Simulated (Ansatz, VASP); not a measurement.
Two plane-wave programs on Te

INCAR

```
SYSTEM = Te
ALGO = Normal ; EDIFF = 1E-7
EDIFFG = -0.04 ; ENCUT = 600
GGA = PE ; IBRION = 2
ISIF = 3 ; ISMEAR = 0
LASPH = .TRUE. ; LCHARG = .FALSE.
LREAL = .FALSE. ; LWAVE = .FALSE.
NELM = 60 ; NSW = 90
PREC = Accurate ; SIGMA = 0.1
```

The input KPOINTS:

```
k-points
0
G
  3 3 2
  0 0 0
```

Contents of POSCAR:

```
Te
1.0
    5.9763514492      0.0000000000      0.0000000000
   -2.9881757246      5.1756721769      0.0000000000
    0.0000000000      0.0000000000      8.0642088767
Te
6
Direct
    0.0000000000      0.3333300000      0.6666666667
    0.0000000000      0.6666700000      0.6666666667
    0.3333300000      0.0000000000      0.0000000000
    0.3333300000      0.3333300000      0.3333333333
    0.6666700000      0.0000000000      0.0000000000
    0.6666700000      0.6666700000      0.3333333333
```

Input for Ansatz:

```yaml
crystal:
  lattice:
    - [5.9763514492, 0.0, 0.0]
    - [-2.9881757246, 5.1756721769, 0.0]
    - [0.0, 0.0, 8.0642088767]
  atoms:
    - { symbol: Te, position: [0.0, 0.33333, 0.6666666667] }
    - { symbol: Te, position: [0.0, 0.66667, 0.6666666667] }
    - { symbol: Te, position: [0.33333, 0.0, 0.0] }
    - { symbol: Te, position: [0.33333, 0.33333, 0.3333333333] }
    - { symbol: Te, position: [0.66667, 0.0, 0.0] }
    - { symbol: Te, position: [0.66667, 0.66667, 0.3333333333] }
basis:
  ecutwfc: 420
kpoints:
  mp_grid: { grid: [3, 3, 2] }
hamiltonian:
  xc: pbe
scf:
  occupations: { method: gaussian, width: 0.1 }
  lower_state_search: "off"
output:
  forces: true
  stress: true
  eigenvalues: true
relax:
  adjacent_minimum: "off"
  f_tol: 0.04
  max_steps: 70
  cell: { stress_tol: 0.4 }
```

Alike in both runs: task relaxation of cell and atoms; functional PBE; k mesh 3 × 3 × 2; occupations gaussian, width 0.1 eV; no spin polarisation.

|  | VASP | Ansatz |
| --- | --- | --- |
| version | VASP 6.6.1 | Ansatz 0.2.0 |
| potentials or method | VASP PAW PBE potentials, release 64 (Te), cutoff 600 eV | scalar-relativistic, plane waves, PAW |
| valence electrons in the cell | 36 | 96 |

VASP gave:

* gap on the k mesh at the Fermi level, each at its own relaxed structure (eV): 0.89
* relaxed volume (Å³/atom): 46.80
* relaxed cell length with the largest relative difference (Å): 6.911

Q: Which values does Ansatz return?

A: gap on the k mesh at the Fermi level, each at its own relaxed structure (eV): 0.76; relaxed volume (Å³/atom): 45.94; relaxed cell length with the largest relative difference (Å): 6.776.

VASP's potentials hold 36 valence electrons a cell and Ansatz's 96, so a difference there can come from the potentials and not from the codes.

Spin-orbit coupling is off throughout.
